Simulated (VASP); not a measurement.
# PbSe (Fm-3m) in VASP: a series of runs, part 2 of 2

VASP 6.6.1.

### 4 Single point, B3LYP5

This run uses another cell than the first one, of 27.52 Å³/atom.

POSCAR reads:

```
PbSe
1.0
    0.0000000000      3.0192847941      3.0192847941
    3.0192847941      0.0000000000      3.0192847941
    3.0192847941      3.0192847941      0.0000000000
Pb Se
1 1
Direct
    0.0000000000      0.0000000000      0.0000000000
    0.5000000000      0.5000000000      0.5000000000
```

INCAR.step1 reads:

```
PREC = Accurate ; ENCUT = 520
EDIFF = 1E-5 ; ISMEAR = -1
SIGMA = 0.05 ; LREAL = F
LASPH = T ; NELM = 80
ALGO = Normal ; ISIF = 2
LWAVE = T ; LCHARG = F
GGA = PE ; NBANDS = 17
```

INCAR.step2 reads:

```
PREC = Accurate ; ENCUT = 520
EDIFF = 1E-6 ; ISMEAR = -1
SIGMA = 0.05 ; LREAL = F
LASPH = T ; NELM = 80
ALGO = Normal ; ISIF = 2
LWAVE = F ; LCHARG = F
GGA = B5 ; LHFCALC = T
AEXX = 0.2 ; AGGAX = 0.72
AGGAC = 0.81 ; ALDAC = 0.19
PRECFOCK = Normal ; ISTART = 1
NBANDS = 17
```

KPOINTS reads:

```
regular mesh
0
Gamma
  4 4 4
```

Potentials or basis: VASP PAW PBE potentials, release 64 (Pb_d, Se).

The run is started by

```console
> cat potpaw_PBE.64/Pb_d/POTCAR potpaw_PBE.64/Se/POTCAR > POTCAR
> cp INCAR.step1 INCAR
> mpirun -np 1 vasp_std > vasp.out
> cp INCAR.step2 INCAR
> mpirun -np 1 vasp_std > vasp.out
```

OUTCAR:

```text
PREC = Accurate
   ENCUT = 520
   EDIFF = 1E-6
   ISMEAR = -1
   LREAL = F
   LASPH = T
   NELM = 80
   ISIF = 2
   GGA = B5
   LHFCALC = T
   AEXX = 0.2
   PRECFOCK = Normal
   ISTART = 1

 ion  position               nearest neighbor table
   1  0.000  0.000  0.000-   2 3.02   2 3.02   2 3.02   2 3.02   2 3.02   2 3.02
   2  0.500  0.500  0.500-   1 3.02   1 3.02   1 3.02   1 3.02   1 3.02   1 3.02

  LATTYP: Found a face centered cubic cell.
 ALAT       =     6.0385695882

  Lattice vectors:

 A1 = (   0.0000000000,   3.0192847941,   3.0192847941)
 A2 = (   3.0192847941,   0.0000000000,   3.0192847941)
 A3 = (   3.0192847941,   3.0192847941,   0.0000000000)

Analysis of symmetry for initial positions (statically):
=====================================================================
 Subroutine PRICEL returns:
 Original cell was already a primitive cell.

 Routine SETGRP: Setting up the symmetry group for a
 face centered cubic supercell.

 Subroutine GETGRP returns: Found 48 space group operations
 (whereof 48 operations were pure point group operations)
 out of a pool of 48 trial point group operations.

The static configuration has the point symmetry O_h .

Analysis of symmetry for dynamics (positions and initial velocities):
=====================================================================
 Subroutine PRICEL returns:
 Original cell was already a primitive cell.

 Routine SETGRP: Setting up the symmetry group for a
 face centered cubic supercell.

 Subroutine GETGRP returns: Found 48 space group operations
 (whereof 48 operations were pure point group operations)
 out of a pool of 48 trial point group operations.

The dynamic configuration has the point symmetry O_h .

 Subroutine INISYM returns: Found 48 space group operations
 (whereof 48 operations are pure point group operations),
 and found     1 'primitive' translations

----------------------------------------------------------------------------------------

                                     Primitive cell

  volume of cell :      55.0481

  direct lattice vectors                    reciprocal lattice vectors
     0.000000000  3.019284794  3.019284794    -0.165602132  0.165602132  0.165602132
     3.019284794  0.000000000  3.019284794     0.165602132 -0.165602132  0.165602132
     3.019284794  3.019284794  0.000000000     0.165602132  0.165602132 -0.165602132

  length of vectors
     4.269913504  4.269913504  4.269913504     0.286831307  0.286831307  0.286831307

  position of ions in fractional coordinates (direct lattice)
     0.000000000  0.000000000  0.000000000
     0.500000000  0.500000000  0.500000000

  ion indices of the primitive-cell ions
   primitive index   ion index
                 1           1
                 2           2

----------------------------------------------------------------------------------------

 KPOINTS: regular mesh

Automatic generation of k-mesh.
 Grid dimensions read from file:
 generate k-points for:    4    4    4

 Generating k-lattice:

  Cartesian coordinates                     Fractional coordinates (reciprocal lattice)
    -0.041400533  0.041400533  0.041400533     0.250000000  0.000000000  0.000000000
     0.041400533 -0.041400533  0.041400533     0.000000000  0.250000000  0.000000000
     0.041400533  0.041400533 -0.041400533     0.000000000  0.000000000  0.250000000

  Length of vectors
     0.071707827  0.071707827  0.071707827

  Shift w.r.t. Gamma in fractional coordinates (k-lattice)
     0.000000000  0.000000000  0.000000000

 Subroutine IBZKPT returns following result:
 ===========================================

 Found      8 irreducible k-points:

 Following reciprocal coordinates:
            Coordinates               Weight
  0.000000  0.000000  0.000000      1.000000
  0.250000  0.000000  0.000000      8.000000
  0.500000  0.000000  0.000000      4.000000
  0.250000  0.250000  0.000000      6.000000
  0.500000  0.250000  0.000000     24.000000
 -0.250000  0.250000  0.000000     12.000000
  0.500000  0.500000  0.000000      3.000000
 -0.250000  0.500000  0.250000      6.000000
   k-points           NKPTS =      8   k-points in BZ     NKDIM =     64   number of bands    NBANDS=     17
   number of dos      NEDOS =    301   number of ions     NIONS =      2
   total plane-waves  NPLWV =  32768
   dimension x,y,z NGX =    32 NGY =   32 NGZ =   32
   dimension x,y,z NGXF=    64 NGYF=   64 NGZF=   64
   ions per type =               1   1
   NGX,Y,Z   is equivalent  to a cutoff of  12.46, 12.46, 12.46 a.u.
   NGXF,Y,Z  is equivalent  to a cutoff of  24.92, 24.92, 24.92 a.u.
 SYSTEM =  unknown system
   PREC   = accura    normal or accurate (medium, high low for compatibility)
   ISTART =      1    job   : 0-new  1-cont  2-samecut
   ICHARG =      0    charge: 1-file 2-atom 10-const
   ISPIN  =      1    spin polarized calculation?
   LNONCOLLINEAR =      F non collinear calculations
   LSORBIT =      F    spin-orbit coupling
   LASPH  =      T    aspherical Exc in radial PAW
   ENCUT  =  520.0 eV  38.22 Ry    6.18 a.u.   7.94  7.94  7.94*2*pi/ulx,y,z
   NELM   =     80;   NELMIN=  2; NELMDL=  0     # of ELM steps
   EDIFF  = 0.1E-05   stopping-criterion for ELM
   LREAL  =      F    real-space projection
   EDIFFG = 0.1E-04   stopping-criterion for IOM
   NSW    =      0    number of steps for IOM
   IBRION =     -1    ionic relax: 0-MD 1-quasi-New 2-CG
   NFREE  =      0    steps in history (QN), initial steepest desc. (CG)
   ISIF   =      2    stress and relaxation
   ISYM   =      3    0-nonsym 1-usesym 2-fastsym
   POTIM  = 0.5000    time-step for ionic-motion
   TEBEG  =    0.0;   TEEND  =   0.0 temperature during run
   PSTRESS=    0.0 pullay stress
   NELECT =      20.0000    total number of electrons
   NUPDOWN=      -1.0000    fix difference up-down
   EMIN   =  10.00;   EMAX   =-10.00  energy-range for DOS
   EFERMI =   0.00;   METHOD = LEGACY
   ISMEAR =    -1;   SIGMA  =   0.05  broadening in eV -4-tet -1-fermi 0-gaus
   EFERMI_NEDOS =   21; number of points for ismear=-14 and -15
   IALGO  =     38    algorithm
   IMIX   =      1    mixing-type and parameters
     AMIX     =   0.40;   BMIX     =  1.00
     AMIX_MAG =   1.60;   BMIX_MAG =  1.00
  volume/ion in A,a.u.               =      27.52       185.74
  Fermi-wavevector in a.u.,A,eV,Ry     =   1.168165  2.207511 18.566630  1.364609
  Thomas-Fermi vector in A             =   2.304655
   LORBIT       =      0    0 simple, 1 ext, 2 COOP (PROOUT), +10 PAW based schemes
   GGA     = B5    functional components
   LHFCALC =     T    Hartree Fock is set to
   PRECFOCK=normal    Normal, Fast or Accurate (Low or Medium for compatibility)
   ENCUT4O =  -1.0   cutoff for four orbital integrals eV
   NKREDX  =     1    reduce k-point grid by
   NKREDY  =     1    reduce k-point grid by
   NKREDZ  =     1    reduce k-point grid by
   AEXX    =    0.2000 exact exchange contribution
   HFSCREEN=    0.0000 screening length (either q_TF or 0.3 A-1)
   HFSCREENC=   0.0000 screening length for correlation (either q_TF or 0.3 A-1)
   ENCUTFOCK=  -1.0 apply spherical cutoff to Coloumb kernel
   IVDW    =     0    specifies the selected vdW correction
   LEPSILON=     F    determine dielectric tensor
   LRPA    =     F    only Hartree local field effects (RPA)
 non-spin polarized calculation
  energy-cutoff  :      520.00
  volume of cell :       55.05
 maximum number of plane-waves:      1524
  NGX = 24; NGY = 24; NGZ = 24

 number of electron      20.0000005 magnetization

 Free energy of the ion-electron system (eV)
  ---------------------------------------------------
  ext. energy  EPLUGINS =         0.00000000
  ---------------------------------------------------
  free energy    TOTEN  =        -9.14522874 eV

  energy without entropy =       -9.14522650  energy(sigma->0) =       -9.14522762

 E-fermi :   6.0205     XC(G=0):  -7.6173

 val. band max:        5.4643840791   @ k =   0.5000   0.0000   0.0000
 cond. band min:       6.5765983451   @ k =   0.5000   0.0000   0.0000
 fundamental gap:      1.1122142660
 Fermi energy:         6.0204921993

 k-point     1 :       0.0000    0.0000    0.0000
  band No.  band energies     occupation
      1     -13.0077      2.00000
      2     -13.0077      2.00000
      3     -12.9956      2.00000
      4     -12.9956      2.00000
      5     -12.9956      2.00000
      6      -9.7750      2.00000
[... 137 lines left out ...]
      4     -12.9817      2.00000
      5     -12.9438      2.00000
      6      -8.0217      2.00000
[... 9 lines left out ...]
     16      18.9134      0.00000
     17      19.5977      0.00000

------------------------ aborting loop because EDIFF is reached ----------------------------------------

  FORCE on cell =-STRESS in cart. coord.  units (eV):
  Direction    XX          YY          ZZ          XY          YZ          ZX
  --------------------------------------------------------------------------------------
  -------------------------------------------------------------------------------------
  Total        2.5582990      2.5582990      2.5582990     -0.0000000     -0.0000000      0.0000000
  in kB       74.4594213     74.4594213     74.4594213     -0.0000000     -0.0000000      0.0000000
  external PRESSURE =      74.4594213 kB  Pullay stress =       0.0000000 kB

 VOLUME and BASIS-vectors are now :
 -----------------------------------------------------------------------------
  energy-cutoff  :      520.00
  volume of cell :       55.05
      direct lattice vectors                 reciprocal lattice vectors
     0.000000000  3.019284794  3.019284794    -0.165602132  0.165602132  0.165602132
     3.019284794  0.000000000  3.019284794     0.165602132 -0.165602132  0.165602132
     3.019284794  3.019284794  0.000000000     0.165602132  0.165602132 -0.165602132

 POSITION                                       TOTAL-FORCE (eV/Angst)
 -----------------------------------------------------------------------------------
      0.00000      0.00000      0.00000        -0.000000     -0.000000     -0.000000
      3.01928      3.01928      3.01928         0.000000      0.000000      0.000000
 -----------------------------------------------------------------------------------
    total drift:                                0.000000     -0.000001     -0.000001

  FREE ENERGIE OF THE ION-ELECTRON SYSTEM (eV)
  ---------------------------------------------------
  free  energy   TOTEN  =        -9.1452287351 eV

  energy  without entropy=       -9.1452264953  energy(sigma->0) =       -9.14522762
```

Wall time 17 min (1 thread of Intel Xeon 8259CL, shared host); peak memory 0.19 GiB.

What came out:

- Free energy: -9.1452 eV
- Pressure: 7.4 GPa
- Band gap on the k mesh: 1.11 eV

Caveat: the k points lie up to 0.45 Å⁻¹ apart; the PAW data sets were made with another functional, which shifts forces and pressure a little; spin-orbit coupling is left out, which moves the levels of the heavy elements. A k mesh can miss the band edges.

### 5 Single point, B3LYP5

This run uses another cell than the first one, of 28.10 Å³/atom.

POSCAR reads:

```
PbSe
1.0
    0.0000000000      3.0401081059      3.0401081059
    3.0401081059      0.0000000000      3.0401081059
    3.0401081059      3.0401081059      0.0000000000
Pb Se
1 1
Direct
    0.0000000000      0.0000000000      0.0000000000
    0.5000000000      0.5000000000      0.5000000000
```

INCAR.step1 reads:

```
ALGO = Normal
EDIFF = 1E-5
ENCUT = 520
GGA = PE
ISIF = 2
ISMEAR = -1
LASPH = T
LCHARG = F
LREAL = F
LWAVE = T
NBANDS = 17
NELM = 100
PREC = Accurate
SIGMA = 0.05
```

INCAR.step2 reads:

```
AEXX = 0.2
AGGAC = 0.81
AGGAX = 0.72
ALDAC = 0.19
ALGO = Normal
EDIFF = 1E-6
ENCUT = 520
GGA = B5
ISIF = 2
ISMEAR = -1
ISTART = 1
LASPH = T
LCHARG = F
LHFCALC = T
LREAL = F
LWAVE = F
NBANDS = 17
NELM = 100
PREC = Accurate
PRECFOCK = Normal
SIGMA = 0.05
```

KPOINTS reads:

```
k-points
0
Gamma
  4 4 4
```

Potentials or basis: VASP PAW PBE potentials, release 64 (Pb_d, Se).

The run is started by

```console
> cat potpaw_PBE.64/Pb_d/POTCAR potpaw_PBE.64/Se/POTCAR > POTCAR
> cp INCAR.step1 INCAR
> mpirun -np 1 vasp_std > vasp.out
> cp INCAR.step2 INCAR
> mpirun -np 1 vasp_std > vasp.out
```

OUTCAR:

```text
AEXX = 0.2
   EDIFF = 1E-6
   ENCUT = 520
   GGA = B5
   ISIF = 2
   ISMEAR = -1
   ISTART = 1
   LASPH = T
   LHFCALC = T
   LREAL = F
   NELM = 100
   PREC = Accurate
   PRECFOCK = Normal

 ion  position               nearest neighbor table
   1  0.000  0.000  0.000-   2 3.04   2 3.04   2 3.04   2 3.04   2 3.04   2 3.04
   2  0.500  0.500  0.500-   1 3.04   1 3.04   1 3.04   1 3.04   1 3.04   1 3.04

  LATTYP: Found a face centered cubic cell.
 ALAT       =     6.0802162118

  Lattice vectors:

 A1 = (   0.0000000000,   3.0401081059,   3.0401081059)
 A2 = (   3.0401081059,   0.0000000000,   3.0401081059)
 A3 = (   3.0401081059,   3.0401081059,   0.0000000000)

Analysis of symmetry for initial positions (statically):
=====================================================================
 Subroutine PRICEL returns:
 Original cell was already a primitive cell.

 Routine SETGRP: Setting up the symmetry group for a
 face centered cubic supercell.

 Subroutine GETGRP returns: Found 48 space group operations
[... 151 lines left out ...]
  free energy    TOTEN  =        -9.19336812 eV

  energy without entropy =       -9.19336702  energy(sigma->0) =       -9.19336757

 E-fermi :   5.7635     XC(G=0):  -7.5424

 val. band max:        5.1689784174   @ k =   0.5000   0.0000   0.0000
 cond. band min:       6.3580047631   @ k =   0.5000   0.0000   0.0000
 fundamental gap:      1.1890263457
 Fermi energy:         5.7634893603

 k-point     1 :       0.0000    0.0000    0.0000
  band No.  band energies     occupation
      1     -13.2370      2.00000
      2     -13.2370      2.00000
      3     -13.2265      2.00000
      4     -13.2265      2.00000
      5     -13.2265      2.00000
      6      -9.8501      2.00000
[... 137 lines left out ...]
      4     -13.2136      2.00000
      5     -13.1789      2.00000
      6      -8.1860      2.00000
[... 9 lines left out ...]
     16      18.5497      0.00000
     17      19.3167      0.00000

------------------------ aborting loop because EDIFF is reached ----------------------------------------

  FORCE on cell =-STRESS in cart. coord.  units (eV):
  Direction    XX          YY          ZZ          XY          YZ          ZX
  --------------------------------------------------------------------------------------
  -------------------------------------------------------------------------------------
  Total        2.0843747      2.0843747      2.0843747     -0.0000000      0.0000000      0.0000000
  in kB       59.4277522     59.4277522     59.4277522     -0.0000000      0.0000000      0.0000000
  external PRESSURE =      59.4277522 kB  Pullay stress =       0.0000000 kB

 VOLUME and BASIS-vectors are now :
 -----------------------------------------------------------------------------
  energy-cutoff  :      520.00
  volume of cell :       56.19
      direct lattice vectors                 reciprocal lattice vectors
     0.000000000  3.040108106  3.040108106    -0.164467836  0.164467836  0.164467836
     3.040108106  0.000000000  3.040108106     0.164467836 -0.164467836  0.164467836
     3.040108106  3.040108106  0.000000000     0.164467836  0.164467836 -0.164467836

 POSITION                                       TOTAL-FORCE (eV/Angst)
 -----------------------------------------------------------------------------------
      0.00000      0.00000      0.00000         0.000000     -0.000000     -0.000000
      3.04011      3.04011      3.04011        -0.000000      0.000000      0.000000
 -----------------------------------------------------------------------------------
    total drift:                                0.000000      0.000001      0.000000

  FREE ENERGIE OF THE ION-ELECTRON SYSTEM (eV)
  ---------------------------------------------------
  free  energy   TOTEN  =        -9.1933681242 eV

  energy  without entropy=       -9.1933670194  energy(sigma->0) =       -9.19336757
```

OUTCAR.step1:

```text
EDIFF = 1E-5
   ENCUT = 520
   GGA = PE
   ISIF = 2
   ISMEAR = -1
[... 361 lines left out ...]
 -----------------------------------------------------------------------------------
      0.00000      0.00000      0.00000         0.000000      0.000000      0.000000
      3.04011      3.04011      3.04011        -0.000000     -0.000000     -0.000000
 -----------------------------------------------------------------------------------
    total drift:                                0.000000     -0.000000     -0.000000

  FREE ENERGIE OF THE ION-ELECTRON SYSTEM (eV)
  ---------------------------------------------------
  free  energy   TOTEN  =        -8.1477341518 eV

  energy  without entropy=       -8.1437799508  energy(sigma->0) =       -8.14575705
```

OSZICAR.step1:

```text
N       E                     dE             d eps       ncg     rms          rms(c)
DAV:   1     0.157776347501E+03    0.15778E+03   -0.96686E+03   272   0.124E+03
DAV:   2     0.285246812249E+01   -0.15492E+03   -0.15021E+03   272   0.316E+02
DAV:   3    -0.814981944621E+01   -0.11002E+02   -0.10939E+02   377   0.892E+01
DAV:   4    -0.841175002053E+01   -0.26193E+00   -0.26166E+00   326   0.147E+01
DAV:   5    -0.842067220680E+01   -0.89222E-02   -0.89212E-02   381   0.272E+00    0.280E+00
DAV:   6    -0.814985426187E+01    0.27082E+00   -0.68382E-01   402   0.566E+00    0.163E+00
DAV:   7    -0.814520281621E+01    0.46514E-02   -0.11414E-01   342   0.166E+00    0.899E-01
DAV:   8    -0.814819064213E+01   -0.29878E-02   -0.13028E-02   327   0.119E+00    0.184E-01
DAV:   9    -0.814767775343E+01    0.51289E-03   -0.33310E-03   399   0.522E-01    0.470E-02
DAV:  10    -0.814772637594E+01   -0.48623E-04   -0.27576E-04   307   0.103E-01    0.151E-02
DAV:  11    -0.814773415179E+01   -0.77759E-05   -0.33628E-05   351   0.517E-02
   1 F= -.81477342E+01 E0= -.81457571E+01  d E =-.395420E-02
```

Run time: 12 min. Hardware: 1 thread of Intel Xeon 8259CL, shared host; peak memory 0.19 GiB.

What came out:

- Free energy: -9.1934 eV
- Pressure: 5.9 GPa
- Band gap on the k mesh: 1.19 eV

Caveat: the k points lie up to 0.45 Å⁻¹ apart; the PAW data sets were made with another functional, which shifts forces and pressure a little; spin-orbit coupling is left out, which moves the levels of the heavy elements. A k mesh can miss the band edges.

### 6 The runs side by side

| task | level | cell | k mesh | cutoff (eV) | grid for exact exchange (PRECFOCK) | share of exact exchange | gap on the mesh (eV) | pressure (GPa) |
| --- | --- | --- | --- | --- | --- | --- | --- | --- |
| relaxation of cell and atoms | PBEsol | relaxed from a = 4.328 Å, angles 60.0°, 2 atoms | 8 × 8 × 8 | 600 | - | - | 0.17 | 0.0 |
| single point | B3LYP5 | a = 4.240 Å, angles 60.0°, 2 atoms | 4 × 4 × 4 | 520 | Normal | 0.2 | 1.03 | 9.1 |
| single point | B3LYP5 | a = 4.270 Å, angles 60.0°, 2 atoms | 4 × 4 × 4 | 520 | Normal | 0.2 | 1.11 | 7.4 |
| single point | B3LYP5 | a = 4.299 Å, angles 60.0°, 2 atoms | 4 × 4 × 4 | 520 | Normal | 0.2 | 1.19 | 5.9 |

Alike in all rows: potentials or basis VASP PAW PBE potentials, release 64 (Pb_d, Se); no spin polarisation; smearing fermi-dirac 0.05 eV.

Caveats: some runs use coarse meshes; the PAW data sets were made with another functional, which shifts forces and pressure a little; spin-orbit coupling is left out, which moves the levels of the heavy elements.

Total energies depend on the potentials used, so only differences within one code and one set of settings carry meaning.

### 7 How close it comes

Step 2. The cell as given is a measured one (28.67 Å³/atom); PBEsol puts the equilibrium volume -0.9 % from it, thermal expansion not counted.
